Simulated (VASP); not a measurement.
# CdF2 (Fm-3m) in VASP: single point with PBE+D3(BJ)

Aim: the single point of CdF2 with PBE+D3(BJ).

Everything below comes from runs of VASP 6.6.1. Logs are shortened: lines on timing, memory, paths and dates and some standing lists are left out, and cuts for length are marked.

## Step 1: The cell of the first run

It takes space group Fm-3m (No. 225, cubic). Conventional cell: a = 5.217 Å, b = 5.217 Å, c = 5.217 Å, α = 90.00°, β = 90.00°, γ = 90.00°. Within 3.0 Å of Cd (site symmetry m-3m) lie 8 F at 2.26 Å. F (site symmetry -43m) has 4 Cd at 2.26 Å and 6 F at 2.61 Å within 3.0 Å.

## Step 2: Single point, PBE+D3(BJ) (11.84 Å³/atom)

The input, INCAR:

```
PREC = Accurate
ENCUT = 600
EDIFF = 1E-6
ISMEAR = 0
SIGMA = 0.02
LREAL = F
LASPH = T
NELM = 120
ALGO = Normal
ISIF = 2
LWAVE = F
LCHARG = F
GGA = PE
IVDW = 12
NBANDS = 24
GGA_COMPAT = F
```

The input, KPOINTS:

```
regular mesh
0
Gamma
  8 8 8
```

The input, POSCAR:

```
CdF2
1.0
    0.0000000000      2.6086797945      2.6086797945
    2.6086797945      0.0000000000      2.6086797945
    2.6086797945      2.6086797945      0.0000000000
Cd F
1 2
Direct
    0.0000000000      0.0000000000      0.0000000000
    0.2500000000      0.2500000000      0.2500000000
    0.7500000000      0.7500000000      0.7500000000
```

Potentials or basis: VASP PAW PBE potentials, release 64 (Cd_sv_GW, F).

Command:

```console
$ cat potpaw_PBE.64/Cd_sv_GW/POTCAR potpaw_PBE.64/F/POTCAR > POTCAR
$ mpirun -np 1 vasp_std > vasp.out
```

OUTCAR:

```text
PREC = Accurate
   ENCUT = 600
   EDIFF = 1E-6
   ISMEAR = 0
   LREAL = F
   LASPH = T
   NELM = 120
   ISIF = 2
   GGA = PE
   IVDW = 12
 IVDW          = 12

 ion  position               nearest neighbor table
   1  0.000  0.000  0.000-   3 2.26   3 2.26   3 2.26   2 2.26   2 2.26   2 2.26   3 2.26   2 2.26

   2  0.250  0.250  0.250-   1 2.26   1 2.26   1 2.26   1 2.26
   3  0.750  0.750  0.750-   1 2.26   1 2.26   1 2.26   1 2.26

  LATTYP: Found a face centered cubic cell.
 ALAT       =     5.2173595890

  Lattice vectors:

 A1 = (   0.0000000000,   2.6086797945,   2.6086797945)
 A2 = (   2.6086797945,   0.0000000000,   2.6086797945)
 A3 = (   2.6086797945,   2.6086797945,   0.0000000000)

Analysis of symmetry for initial positions (statically):
=====================================================================
 Subroutine PRICEL returns:
 Original cell was already a primitive cell.

 Routine SETGRP: Setting up the symmetry group for a
 face centered cubic supercell.

 Subroutine GETGRP returns: Found 48 space group operations
 (whereof 48 operations were pure point group operations)
 out of a pool of 48 trial point group operations.

The static configuration has the point symmetry O_h .

Analysis of symmetry for dynamics (positions and initial velocities):
=====================================================================
 Subroutine PRICEL returns:
 Original cell was already a primitive cell.

 Routine SETGRP: Setting up the symmetry group for a
 face centered cubic supercell.

 Subroutine GETGRP returns: Found 48 space group operations
 (whereof 48 operations were pure point group operations)
 out of a pool of 48 trial point group operations.

The dynamic configuration has the point symmetry O_h .

 Subroutine INISYM returns: Found 48 space group operations
 (whereof 48 operations are pure point group operations),
 and found     1 'primitive' translations

----------------------------------------------------------------------------------------

                                     Primitive cell

  volume of cell :      35.5052

  direct lattice vectors                    reciprocal lattice vectors
     0.000000000  2.608679794  2.608679794    -0.191667832  0.191667832  0.191667832
     2.608679794  0.000000000  2.608679794     0.191667832 -0.191667832  0.191667832
     2.608679794  2.608679794  0.000000000     0.191667832  0.191667832 -0.191667832

  length of vectors
     3.689230345  3.689230345  3.689230345     0.331978423  0.331978423  0.331978423

  position of ions in fractional coordinates (direct lattice)
     0.000000000  0.000000000  0.000000000
     0.250000000  0.250000000  0.250000000
     0.750000000  0.750000000  0.750000000

  ion indices of the primitive-cell ions
   primitive index   ion index
                 1           1
                 2           2
                 3           3

----------------------------------------------------------------------------------------

 KPOINTS: regular mesh

Automatic generation of k-mesh.
 Grid dimensions read from file:
 generate k-points for:    8    8    8

 Generating k-lattice:

  Cartesian coordinates                     Fractional coordinates (reciprocal lattice)
    -0.023958479  0.023958479  0.023958479     0.125000000  0.000000000  0.000000000
     0.023958479 -0.023958479  0.023958479     0.000000000  0.125000000  0.000000000
     0.023958479  0.023958479 -0.023958479     0.000000000  0.000000000  0.125000000

  Length of vectors
     0.041497303  0.041497303  0.041497303

  Shift w.r.t. Gamma in fractional coordinates (k-lattice)
     0.000000000  0.000000000  0.000000000

 Subroutine IBZKPT returns following result:
 ===========================================

 Found     29 irreducible k-points:

 Following reciprocal coordinates:
            Coordinates               Weight
  0.000000  0.000000  0.000000      1.000000
  0.125000  0.000000  0.000000      8.000000
  0.250000  0.000000  0.000000      8.000000
  0.375000  0.000000  0.000000      8.000000
  0.500000  0.000000  0.000000      4.000000
  0.125000  0.125000  0.000000      6.000000
[... 16 lines left out ...]
  0.500000  0.250000  0.125000     48.000000
 -0.375000  0.250000  0.125000     24.000000
 [... further k-points ...]
   k-points           NKPTS =     29   k-points in BZ     NKDIM =     29   number of bands    NBANDS=     24
   number of dos      NEDOS =    301   number of ions     NIONS =      3
   total plane-waves  NPLWV =  27000
   dimension x,y,z NGX =    30 NGY =   30 NGZ =   30
   dimension x,y,z NGXF=    60 NGYF=   60 NGZF=   60
   ions per type =               1   2
   NGX,Y,Z   is equivalent  to a cutoff of  13.52, 13.52, 13.52 a.u.
   NGXF,Y,Z  is equivalent  to a cutoff of  27.04, 27.04, 27.04 a.u.
 SYSTEM =  unknown system
   PREC   = accura    normal or accurate (medium, high low for compatibility)
   ISTART =      0    job   : 0-new  1-cont  2-samecut
   ICHARG =      2    charge: 1-file 2-atom 10-const
   ISPIN  =      1    spin polarized calculation?
   LNONCOLLINEAR =      F non collinear calculations
   LSORBIT =      F    spin-orbit coupling
   LASPH  =      T    aspherical Exc in radial PAW
   ENCUT  =  600.0 eV  44.10 Ry    6.64 a.u.   7.37  7.37  7.37*2*pi/ulx,y,z
   NELM   =    120;   NELMIN=  2; NELMDL= -5     # of ELM steps
   EDIFF  = 0.1E-05   stopping-criterion for ELM
   LREAL  =      F    real-space projection
   EDIFFG = 0.1E-04   stopping-criterion for IOM
   NSW    =      0    number of steps for IOM
   IBRION =     -1    ionic relax: 0-MD 1-quasi-New 2-CG
   NFREE  =      0    steps in history (QN), initial steepest desc. (CG)
   ISIF   =      2    stress and relaxation
   ISYM   =      2    0-nonsym 1-usesym 2-fastsym
   POTIM  = 0.5000    time-step for ionic-motion
   TEBEG  =    0.0;   TEEND  =   0.0 temperature during run
   PSTRESS=    0.0 pullay stress
   NELECT =      34.0000    total number of electrons
   NUPDOWN=      -1.0000    fix difference up-down
   EMIN   =  10.00;   EMAX   =-10.00  energy-range for DOS
   EFERMI =   0.00;   METHOD = LEGACY
   ISMEAR =     0;   SIGMA  =   0.02  broadening in eV -4-tet -1-fermi 0-gaus
   EFERMI_NEDOS =   21; number of points for ismear=-14 and -15
   IALGO  =     38    algorithm
   IMIX   =      4    mixing-type and parameters
     AMIX     =   0.40;   BMIX     =  1.00
     AMIX_MAG =   1.60;   BMIX_MAG =  1.00
  volume/ion in A,a.u.               =      11.84        79.87
  Fermi-wavevector in a.u.,A,eV,Ry     =   1.613629  3.049317 35.426831  2.603799
  Thomas-Fermi vector in A             =   2.708668
   LORBIT       =      0    0 simple, 1 ext, 2 COOP (PROOUT), +10 PAW based schemes
   GGA     = PE    functional components
   LHFCALC =     F    Hartree Fock is set to
   AEXX    =    0.0000 exact exchange contribution
   IVDW    =    12    specifies the selected vdW correction
   LEPSILON=     F    determine dielectric tensor
   LRPA    =     F    only Hartree local field effects (RPA)
 non-spin polarized calculation
 Gauss-broadening in eV      SIGMA  =   0.02
  energy-cutoff  :      600.00
  volume of cell :       35.51
 maximum number of plane-waves:      1243
 NGX is ok and might be reduce to    30
   NGX = 15   NGY = 15   NGZ = 15

 number of electron      34.0000004 magnetization

 Free energy of the ion-electron system (eV)
  ---------------------------------------------------
  ext. energy  EPLUGINS =         0.00000000
  ---------------------------------------------------
  free energy    TOTEN  =       -10.70372564 eV

  energy without entropy =      -10.70372564  energy(sigma->0) =      -10.70372564

 E-fermi :   1.8894     XC(G=0): -11.1046

 val. band max:        1.6306245415   @ k =  -0.2500   0.5000   0.2500
 cond. band min:       5.0685817820   @ k =   0.0000   0.0000   0.0000
 fundamental gap:      3.4379572405
 Fermi energy:         1.8893501128

 k-point     1 :       0.0000    0.0000    0.0000
  band No.  band energies     occupation
      1     -96.6382      2.00000
      2     -57.7489      2.00000
      3     -57.7489      2.00000
      4     -57.7489      2.00000
      5     -19.7677      2.00000
      6     -18.3720      2.00000
[... 16 lines left out ...]
     23      22.2264      0.00000
     24      22.2264      0.00000

 k-point     2 :       0.1250    0.0000    0.0000
  band No.  band energies     occupation
      1     -96.6382      2.00000
      2     -57.7493      2.00000
      3     -57.7489      2.00000
      4     -57.7489      2.00000
      5     -19.7046      2.00000
      6     -18.4294      2.00000
[... 16 lines left out ...]
     23      21.8312      0.00000
     24      21.8312      0.00000

 k-point     3 :       0.2500    0.0000    0.0000
  band No.  band energies     occupation
      1     -96.6381      2.00000
      2     -57.7508      2.00000
      3     -57.7489      2.00000
      4     -57.7489      2.00000
      5     -19.5336      2.00000
      6     -18.5831      2.00000
[... 16 lines left out ...]
     23      21.1630      0.00000
     24      22.2511      0.00000

 k-point     4 :       0.3750    0.0000    0.0000
  band No.  band energies     occupation
      1     -96.6381      2.00000
      2     -57.7523      2.00000
      3     -57.7492      2.00000
      4     -57.7492      2.00000
      5     -19.3008      2.00000
      6     -18.7936      2.00000
[... 16 lines left out ...]
     23      20.6804      0.00000
     24      21.5698      0.00000

 k-point     5 :       0.5000    0.0000    0.0000
  band No.  band energies     occupation
      1     -96.6380      2.00000
      2     -57.7530      2.00000
      3     -57.7492      2.00000
      4     -57.7492      2.00000
      5     -19.0958      2.00000
      6     -18.9878      2.00000
[... 16 lines left out ...]
     23      20.5043      0.00000
     24      21.1248      0.00000

 k-point     6 :       0.1250    0.1250    0.0000
  band No.  band energies     occupation
      1     -96.6382      2.00000
      2     -57.7492      2.00000
      3     -57.7489      2.00000
      4     -57.7489      2.00000
      5     -19.6849      2.00000
      6     -18.4461      2.00000
[... 16 lines left out ...]
     23      22.1990      0.00000
     24      22.2958      0.00000
[... 379 lines left out ...]
 k-point    21 :       0.5000    0.5000    0.0000
  band No.  band energies     occupation
      1     -96.6380      2.00000
      2     -57.7529      2.00000
      3     -57.7502      2.00000
      4     -57.7502      2.00000
      5     -19.1644      2.00000
      6     -18.8488      2.00000
[... 16 lines left out ...]
     23      22.0810      0.00000
     24      22.8880      0.00000

 k-point    22 :       0.3750    0.2500    0.1250
  band No.  band energies     occupation
      1     -96.6381      2.00000
      2     -57.7512      2.00000
      3     -57.7498      2.00000
      4     -57.7493      2.00000
      5     -19.4128      2.00000
      6     -18.6790      2.00000
[... 16 lines left out ...]
     23      21.7136      0.00000
     24      24.4687      0.00000

 k-point    23 :       0.5000    0.2500    0.1250
  band No.  band energies     occupation
      1     -96.6380      2.00000
      2     -57.7521      2.00000
      3     -57.7503      2.00000
      4     -57.7496      2.00000
      5     -19.2245      2.00000
      6     -18.8402      2.00000
[... 16 lines left out ...]
     23      21.2068      0.00000
     24      24.1690      0.00000

 k-point    24 :      -0.3750    0.2500    0.1250
  band No.  band energies     occupation
      1     -96.6380      2.00000
      2     -57.7525      2.00000
      3     -57.7504      2.00000
      4     -57.7496      2.00000
      5     -19.0533      2.00000
      6     -18.9991      2.00000
[... 16 lines left out ...]
     23      21.0035      0.00000
     24      24.2284      0.00000

 [... further k-points ...]

------------------------ aborting loop because EDIFF is reached ----------------------------------------

 Edisp (eV)   -0.55376

 E8    (eV) :    -0.2088

  FORCE on cell =-STRESS in cart. coord.  units (eV):
  Direction    XX          YY          ZZ          XY          YZ          ZX
  --------------------------------------------------------------------------------------
  -------------------------------------------------------------------------------------
  Total       3.63715     3.63715     3.63715     0.00000     0.00000     0.00000
  in kB     164.12701   164.12701   164.12701     0.00000     0.00000     0.00000
  external pressure =      164.13 kB  Pullay stress =        0.00 kB

 VOLUME and BASIS-vectors are now :
 -----------------------------------------------------------------------------
  energy-cutoff  :      600.00
  volume of cell :       35.51
      direct lattice vectors                 reciprocal lattice vectors
     0.000000000  2.608679794  2.608679794    -0.191667832  0.191667832  0.191667832
     2.608679794  0.000000000  2.608679794     0.191667832 -0.191667832  0.191667832
     2.608679794  2.608679794  0.000000000     0.191667832  0.191667832 -0.191667832

 POSITION                                       TOTAL-FORCE (eV/Angst)
 -----------------------------------------------------------------------------------
      0.00000      0.00000      0.00000         0.000000      0.000000      0.000000
      1.30434      1.30434      1.30434         0.000000      0.000000      0.000000
      3.91302      3.91302      3.91302        -0.000000     -0.000000     -0.000000
 -----------------------------------------------------------------------------------
    total drift:                                0.000000     -0.000000     -0.000000

  FREE ENERGIE OF THE ION-ELECTRON SYSTEM (eV)
  ---------------------------------------------------
  free  energy   TOTEN  =       -11.2574874451 eV

  energy  without entropy=      -11.2574874451  energy(sigma->0) =      -11.25748745
```

Wall time 50 s (1 thread of Intel Xeon Platinum 8259CL at 2.50GHz (Skylake/Cascade Lake), shared host); peak memory 0.2 GiB.

Results:

```yaml
Free_energy: -11.2575 eV
Pressure: 16.4 GPa
Band_gap_on_the_k_mesh: 3.44 eV (least direct gap 3.80 eV)
Dispersion_energy_per_atom: -0.185 eV
```

Caveat: the cell stands under pressure. A k mesh can miss the band edges.
